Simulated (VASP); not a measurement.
# Mg9O8 (a cell with a defect) in VASP: a series of runs, part 2 of 2

VASP 6.6.1. The steps go on from the part before.

## Step 3: Single point, LDA

Input file INCAR:

```
SYSTEM = Mg9O8
ALGO = Normal
EDIFF = 1E-6
ENCUT = 520
GGA = CA
ISIF = 2
ISMEAR = -1
LASPH = .TRUE.
LCHARG = .TRUE.
LELF = .TRUE.
LREAL = Auto
LVHAR = .TRUE.
LWAVE = .FALSE.
NBANDS = 47
NELM = 100
PREC = Accurate
SIGMA = 0.02
```

Input file KPOINTS:

```
k-points
0
G
  2 2 2
  0 0 0
```

Input file POSCAR:

```
Mg9O8
1.0
    0.0000000000      4.1810000000      4.1810000000
    4.1810000000      0.0000000000      4.1810000000
    4.1810000000      4.1810000000      0.0000000000
Mg O
9 8
Direct
    0.0059913896      0.0260344415      0.0155823966
   -0.0143865104      0.0004903133      0.5266084669
    0.0384955752      0.4833891414      0.0005142310
    0.0206290361      0.5270868213      0.4817627362
    0.5477397752      0.0012437216      0.0093757474
    0.4761659890      0.0128079407      0.5057522124
    0.4169098302      0.4615642191     -0.0254006219
    0.4802559196      0.4802798374      0.5247189668
    0.6520090887      0.5547596269      0.0556924181
    0.1883759866      0.2486247309      0.3381966037
    0.2314996412      0.2635254724      0.7823726381
    0.2547237503      0.7905764171      0.2278163119
    0.2332336762      0.7221358527      0.7358167902
    0.7803755083      0.2225902894      0.2665271466
    0.7550585984      0.2836641952      0.7155226022
    0.7782348720      0.7576177948      0.2321932552
    0.7575580005      0.7988878259      0.7304353026
```

Potentials or basis: VASP PAW LDA potentials, release 64 (Mg, O).

On the command line:

```console
$ cat potpaw_LDA.64/Mg/POTCAR potpaw_LDA.64/O/POTCAR > POTCAR
$ mpirun -np 1 vasp_std > vasp.out
```

OUTCAR:

```text
SYSTEM = Mg9O8
   EDIFF = 1E-6
   ENCUT = 520
   GGA = CA
   ISIF = 2
   ISMEAR = -1
   LASPH = .TRUE.
   LREAL = Auto
   NELM = 100
   PREC = Accurate

 ion  position               nearest neighbor table
   1  0.006  0.026  0.016-  14 1.88  12 1.93  11 1.94  16 2.09  15 2.31  13 2.47   3 2.76   5 2.80
                             9 2.81   4 2.86   2 2.89   6 2.91   6 3.03   2 3.03   7 3.04   4 3.06
   2  0.986  0.000  0.527-  17 1.80  10 1.90  13 1.94  14 1.95  15 1.99  12 2.14   5 2.73   4 2.84
                             6 2.88   1 2.89   8 2.92   3 2.94   3 2.99   8 3.00   1 3.03   6 3.04
   3  0.038  0.483  0.001-  11 1.84  13 1.84   9 1.98   7 2.11  10 2.11  16 2.12  14 2.17  17 2.32
                             8 2.72   1 2.76   4 2.93   5 2.94   2 2.94   5 2.99   2 2.99   4 3.00
   4  0.021  0.527  0.482-  10 1.83  16 2.06  12 2.08  15 2.13  11 2.16  17 2.18   8 2.72   7 2.80
                             2 2.84   1 2.86   6 2.88   3 2.93   3 3.00   9 3.02   6 3.06   1 3.06
   5  0.548  0.001  0.009-  16 1.90  17 2.03  15 2.08  12 2.13  11 2.29   9 2.29   7 2.35  10 2.46
                             2 2.73   6 2.78   1 2.80   8 2.88   3 2.94   3 2.99   8 3.09   1 3.11
   6  0.476  0.013  0.506-  10 1.94  17 2.14  14 2.17  11 2.21  16 2.22  13 2.25   5 2.78   8 2.83
                             2 2.88   4 2.88   1 2.91   7 2.98   1 3.03   2 3.04   4 3.06   8 3.08
   7  0.417  0.462  0.975-  13 1.80  15 1.97  10 2.03   9 2.04   3 2.11   5 2.35   8 2.45  12 2.56
                            11 2.78  14 2.80   4 2.80   6 2.98   1 3.04   6 3.09   1 3.17   4 3.35
   8  0.480  0.480  0.525-  13 1.90  11 1.95  15 1.97  14 2.17  12 2.21   9 2.31  16 2.41   7 2.45
                             3 2.72   4 2.72   6 2.83   5 2.88   2 2.92   2 3.00   6 3.08   5 3.09
   9  0.652  0.555  0.056-  14 1.73  17 1.76   3 1.98   7 2.04  12 2.06   5 2.29   8 2.31  16 2.45
                             1 2.81   4 3.02   6 3.24   6 3.28   4 3.33   2 3.38   1 3.47   2 3.51
  10  0.188  0.249  0.338-   4 1.83   2 1.90   6 1.94   7 2.03   3 2.11   5 2.46
  11  0.231  0.264  0.782-   3 1.84   1 1.94   8 1.95   4 2.16   6 2.21   5 2.29   7 2.78
  12  0.255  0.791  0.228-   1 1.93   9 2.06   4 2.08   5 2.13   2 2.14   8 2.21   7 2.56
  13  0.233  0.722  0.736-   7 1.80   3 1.84   8 1.90   2 1.94   6 2.25   1 2.47
  14  0.780  0.223  0.267-   9 1.73   1 1.88   2 1.95   6 2.17   3 2.17   8 2.17   7 2.80
  15  0.755  0.284  0.716-   7 1.97   8 1.97   2 1.99   5 2.08   4 2.13   1 2.31
  16  0.778  0.758  0.232-   5 1.90   4 2.06   1 2.09   3 2.12   6 2.22   8 2.41   9 2.45
  17  0.758  0.799  0.730-   9 1.76   2 1.80   5 2.03   6 2.14   4 2.18   3 2.32

  LATTYP: Found a face centered cubic cell.
 ALAT       =     8.3620000000

  Lattice vectors:

 A1 = (   0.0000000000,   4.1810000000,   4.1810000000)
 A2 = (   4.1810000000,   0.0000000000,   4.1810000000)
 A3 = (   4.1810000000,   4.1810000000,   0.0000000000)

Analysis of symmetry for initial positions (statically):
=====================================================================
 Subroutine PRICEL returns:
 Original cell was already a primitive cell.

 Routine SETGRP: Setting up the symmetry group for a
 face centered cubic supercell.

 Subroutine GETGRP returns: Found  1 space group operations
 (whereof  1 operations were pure point group operations)
 out of a pool of 48 trial point group operations.

The static configuration has the point symmetry C_1 .

Analysis of symmetry for dynamics (positions and initial velocities):
=====================================================================
 Subroutine PRICEL returns:
 Original cell was already a primitive cell.

 Routine SETGRP: Setting up the symmetry group for a
 face centered cubic supercell.

 Subroutine GETGRP returns: Found  1 space group operations
 (whereof  1 operations were pure point group operations)
[... 102 lines left out ...]
   ions per type =               9   8
   NGX,Y,Z   is equivalent  to a cutoff of  13.50, 13.50, 13.50 a.u.
   NGXF,Y,Z  is equivalent  to a cutoff of  26.99, 26.99, 26.99 a.u.
 SYSTEM =  Mg9O8
   PREC   = accura    normal or accurate (medium, high low for compatibility)
   ISTART =      0    job   : 0-new  1-cont  2-samecut
   ICHARG =      2    charge: 1-file 2-atom 10-const
   ISPIN  =      1    spin polarized calculation?
   LNONCOLLINEAR =      F non collinear calculations
   LSORBIT =      F    spin-orbit coupling
   LASPH  =      T    aspherical Exc in radial PAW
   ENCUT  =  520.0 eV  38.22 Ry    6.18 a.u.  10.99 10.99 10.99*2*pi/ulx,y,z
   NELM   =    100;   NELMIN=  2; NELMDL= -5     # of ELM steps
   EDIFF  = 0.1E-05   stopping-criterion for ELM
   LREAL  =      T    real-space projection
   EDIFFG = 0.1E-04   stopping-criterion for IOM
   NSW    =      0    number of steps for IOM
   IBRION =     -1    ionic relax: 0-MD 1-quasi-New 2-CG
   NFREE  =      0    steps in history (QN), initial steepest desc. (CG)
   ISIF   =      2    stress and relaxation
   ISYM   =      2    0-nonsym 1-usesym 2-fastsym
   POTIM  = 0.5000    time-step for ionic-motion
   TEBEG  =    0.0;   TEEND  =   0.0 temperature during run
   PSTRESS=    0.0 pullay stress
   NELECT =      66.0000    total number of electrons
   NUPDOWN=      -1.0000    fix difference up-down
   EMIN   =  10.00;   EMAX   =-10.00  energy-range for DOS
   EFERMI =   0.00;   METHOD = LEGACY
   ISMEAR =    -1;   SIGMA  =   0.02  broadening in eV -4-tet -1-fermi 0-gaus
   EFERMI_NEDOS =   21; number of points for ismear=-14 and -15
   IALGO  =     38    algorithm
   IMIX   =      4    mixing-type and parameters
     AMIX     =   0.40;   BMIX     =  1.00
     AMIX_MAG =   1.60;   BMIX_MAG =  1.00
  volume/ion in A,a.u.               =       8.60        58.03
  Fermi-wavevector in a.u.,A,eV,Ry     =   1.255932  2.373367 21.461342  1.577364
  Thomas-Fermi vector in A             =   2.389664
   LORBIT       =      0    0 simple, 1 ext, 2 COOP (PROOUT), +10 PAW based schemes
   GGA     = CA    functional components
   LHFCALC =     F    Hartree Fock is set to
   AEXX    =    0.0000 exact exchange contribution
   IVDW    =     0    specifies the selected vdW correction
   LEPSILON=     F    determine dielectric tensor
   LRPA    =     F    only Hartree local field effects (RPA)
 non-spin polarized calculation
  energy-cutoff  :      520.00
  volume of cell :      146.17
 maximum number of plane-waves:      3940
 NGX is ok and might be reduce to    48
   NGX = 21   NGY = 21   NGZ = 21

 number of electron      65.9999996 magnetization

 Free energy of the ion-electron system (eV)
  ---------------------------------------------------
  ext. energy  EPLUGINS =         0.00000000
  ---------------------------------------------------
  free energy    TOTEN  =       -92.30469231 eV

  energy without entropy =      -92.29695957  energy(sigma->0) =      -92.30082594

 E-fermi :   9.8221     XC(G=0): -11.9982

 val. band max:        9.8087191276   @ k =   0.0000   0.5000   0.5000
 cond. band min:       9.8469064784   @ k =   0.0000   0.5000   0.0000
 fundamental gap:      0.0381873508
 Fermi energy:         9.8220648126

 k-point     1 :       0.0000    0.0000    0.0000
  band No.  band energies     occupation
      1     -13.7918      2.00000
      2     -12.5450      2.00000
      3     -12.4206      2.00000
      4     -12.2943      2.00000
      5     -12.0782      2.00000
      6     -11.9621      2.00000
[... 373 lines left out ...]
     44      14.7020      0.00000
     45      14.8202      0.00000
 [bands above 45 left out]

------------------------ aborting loop because EDIFF is reached ----------------------------------------

  FORCE on cell =-STRESS in cart. coord.  units (eV):
  Direction    XX          YY          ZZ          XY          YZ          ZX
  --------------------------------------------------------------------------------------
  -------------------------------------------------------------------------------------
  Total       34.0075108     40.6130460     42.3820435      0.4890673      7.6884861      2.1993931
  in kB      372.7476621    445.1492506    464.5387816      5.3605424     84.2715380     24.1069875
  external PRESSURE =     427.4785648 kB  Pullay stress =       0.0000000 kB

 VOLUME and BASIS-vectors are now :
 -----------------------------------------------------------------------------
  energy-cutoff  :      520.00
  volume of cell :      146.17
      direct lattice vectors                 reciprocal lattice vectors
     0.000000000  4.181000000  4.181000000    -0.119588615  0.119588615  0.119588615
     4.181000000  0.000000000  4.181000000     0.119588615 -0.119588615  0.119588615
     4.181000000  4.181000000  0.000000000     0.119588615  0.119588615 -0.119588615

 POSITION                                       TOTAL-FORCE (eV/Angst)
 -----------------------------------------------------------------------------------
      0.17400      0.09020      0.13390        -1.306779     -0.789380     -0.713205
      2.20380      6.32260      4.12290        -0.452430     -0.357325      2.208159
      2.02320      0.16310      2.18200         1.406659      1.447542     -0.922101
      4.21800      2.10050      2.29000         1.910070     -0.565235     -0.989151
      0.04440      2.32930      2.29530         0.331462     -1.717804     -0.426210
      2.16810      4.10540      2.04440        -0.276190      1.171776      0.200691
[... 9 lines left out ...]
      4.13840      4.22460      6.42140        -0.231320     -0.058347     -0.668955
      6.39410      6.22130      6.50750        -0.484664     -0.712307     -0.460908
 -----------------------------------------------------------------------------------
    total drift:                                0.004261     -0.005372     -0.010402

  FREE ENERGIE OF THE ION-ELECTRON SYSTEM (eV)
  ---------------------------------------------------
  free  energy   TOTEN  =       -92.3046923054 eV

  energy  without entropy=      -92.2969595687  energy(sigma->0) =      -92.30082594
```

Wall time 50 s (1 thread of Intel Xeon 6975P-C (Granite Rapids), shared host); peak memory 0.26 GiB.

What came out:

```yaml
Free_energy: -92.3047 eV
Pressure: 42.7 GPa
Largest_force: 3.753 eV/Å
Band_gap_on_the_k_mesh: 0.04 eV
```

Forces in eV/Å, atoms in the order of the input:
```
Mg  -1.307 -0.789 -0.713
Mg  -0.452 -0.357  2.208
Mg   1.407  1.448 -0.922
Mg   1.910 -0.565 -0.989
Mg   0.331 -1.718 -0.426
Mg  -0.276  1.172  0.201
Mg  -0.316  1.314  0.175
Mg  -0.500  0.329  0.967
Mg   1.970 -2.727 -1.664
O   -3.071 -0.778  1.392
O   -2.135 -0.223  0.418
O    0.225  1.844 -0.028
O    1.369 -0.922  2.452
O    1.210  2.211 -0.525
O    0.351  0.533 -1.415
O   -0.231 -0.058 -0.669
O   -0.485 -0.712 -0.461
```

Stress tensor (GPa, compression positive):
```
37.27  0.54  2.41
 0.54 44.51  8.43
 2.41  8.43 46.45
```

Levels at points of the mesh, in eV from the valence-band top:
```csv
k point,band 30,band 31,band 32,band 33,band 34,band 35,band 36,band 37
"(0.00, 0.00, 0.00)",-6.34,-6.23,-6.04,-2.24,0.57,0.69,0.89,1.02
"(0.50, 0.00, 0.00)",-6.54,-6.40,-6.28,-0.49,0.22,1.34,1.76,1.87
"(0.00, 0.50, 0.00)",-6.56,-6.41,-6.12,-0.64,0.04,1.35,1.56,2.07
"(0.00, 0.00, 0.50)",-6.55,-6.51,-6.29,-0.56,0.35,1.34,1.52,2.04
"(0.50, 0.50, 0.50)",-6.72,-6.53,-6.11,-0.40,0.05,1.51,1.81,2.02
"(0.50, 0.50, 0.00)",-6.76,-6.58,-6.46,-0.11,0.74,1.74,1.94,2.11
"(0.00, 0.50, 0.50)",-6.81,-6.56,-6.41,0.00,0.78,1.62,1.81,2.11
"(0.50, 0.00, 0.50)",-6.73,-6.59,-6.26,-0.17,0.90,1.15,2.09,2.17
```

Caveat: the k points lie up to 0.65 Å⁻¹ apart.

## Step 4: Single point, LDA

Input file INCAR:

```
SYSTEM = Mg9O8
  PREC = Accurate
  ENCUT = 520
  EDIFF = 1E-6
  ISMEAR = -1
  SIGMA = 0.02
  LREAL = Auto
  LASPH = .True.
  NELM = 60
  ALGO = Normal
  ISIF = 2
  LWAVE = .False.
  LCHARG = .False.
  NBANDS = 47
```

Input file KPOINTS:

```
Automatic mesh
0
Gamma
  2 2 2
  0 0 0
```

Input file POSCAR:

```
Mg9O8
1.0
    0.0000000000      4.1810000000      4.1810000000
    4.1810000000      0.0000000000      4.1810000000
    4.1810000000      4.1810000000      0.0000000000
Mg O
9 8
Direct
    0.0084549151     -0.0356493662      0.0306983975
    0.0307940684      0.0006577374      0.4995575221
    0.0022482660      0.4873475245      0.0000000000
    0.0048433389      0.4940803635      0.5113011241
    0.5122099976      0.0206051184     -0.0438053097
    0.5225544128      0.0463525472      0.5000717532
    0.4347404927      0.4601889500     -0.0964482181
    0.5509088735      0.5166586941      0.4849198756
    0.5092920354      0.5892250658      0.1114207127
    0.2534800287      0.2662999282      0.2456589333
    0.2504066013      0.2578928486      0.7701387228
    0.1964123415      0.7077015068      0.3698397513
    0.2781272423      0.7954915092      0.6975962688
    0.7820377900      0.2381726860      0.2629514470
    0.7596149247      0.2426811768      0.7708084190
    0.7501076298      0.7546519971      0.2872757713
    0.7813680938      0.7763692896      0.7718727577
```

On the command line:

```console
$ cat potpaw_LDA.64/Mg/POTCAR potpaw_LDA.64/O/POTCAR > POTCAR
$ mpirun -np 1 vasp_std > vasp.out
```

It took 51 s on 1 thread of Intel Xeon 6975P-C (Granite Rapids), shared host; peak memory 0.26 GiB.

Results (log left out):

```
Free energy            : -92.4494 eV
Pressure               : 43.3 GPa
Largest force          : 3.462 eV/Å
Band gap on the k mesh : 0.09 eV
```

Forces in eV/Å, atoms in the order of the input:
```
Mg  -0.097 -0.192  0.950
Mg   0.689 -0.162 -0.011
Mg   0.810 -0.403 -0.132
Mg   0.358  0.310 -2.583
Mg   1.796  1.848 -0.063
Mg  -1.478 -0.280 -2.614
Mg   2.341 -0.003 -0.409
Mg   0.490 -0.695 -0.768
Mg  -0.738  0.156  0.848
O   -0.146  0.232 -1.725
O   -0.429 -0.022  0.609
O   -0.035  0.116  3.430
O    0.548 -0.655 -0.177
O    0.926  0.184  0.617
O   -3.182  0.410  1.300
O   -0.860 -0.373  1.229
O   -0.993 -0.469 -0.500
```

Stress tensor (GPa, compression positive):
```
44.34  8.70  0.09
 8.70 40.16  1.70
 0.09  1.70 45.50
```

Levels at points of the mesh, in eV from the valence-band top:
| k point | band 31 | band 32 | band 33 | band 34 | band 35 | band 36 |
| --- | --- | --- | --- | --- | --- | --- |
| (0.00, 0.00, 0.00) | -5.95 | -5.76 | -2.21 | 0.47 | 0.64 | 0.88 |
| (0.50, 0.00, 0.00) | -6.15 | -5.76 | -0.65 | 0.38 | 1.18 | 1.55 |
| (0.00, 0.50, 0.00) | -6.03 | -5.72 | -0.61 | 0.13 | 1.12 | 1.81 |
| (0.00, 0.00, 0.50) | -6.18 | -5.95 | -0.39 | 0.37 | 1.37 | 1.82 |
| (0.50, 0.50, 0.50) | -6.26 | -5.92 | -0.42 | 0.09 | 1.63 | 1.82 |
| (0.50, 0.50, 0.00) | -6.27 | -5.82 | 0.00 | 0.78 | 1.66 | 1.96 |
| (0.00, 0.50, 0.50) | -6.21 | -6.04 | -0.09 | 0.58 | 1.66 | 1.87 |
| (0.50, 0.00, 0.50) | -6.27 | -6.07 | -0.20 | 0.93 | 1.36 | 2.02 |

Caveat: the k points lie up to 0.65 Å⁻¹ apart.

## Step 5: Summary

```tsv
cell	gap on the mesh (eV)	pressure (GPa)	largest force (eV/Å)
as given, atomic positions A	none	42.8	4.40
as given, atomic positions B	0.04	42.7	3.75
as given, atomic positions C	0.09	43.3	3.46
```

Alike in all rows: task single point; level LDA; potentials or basis VASP PAW LDA potentials, release 64 (Mg, O); no spin polarisation; k mesh 2 × 2 × 2; cutoff (eV) 520; smearing fermi-dirac 0.02 eV.

Caveats: all runs use coarse meshes.

Absolute energies hang on the potentials; compare differences alone.
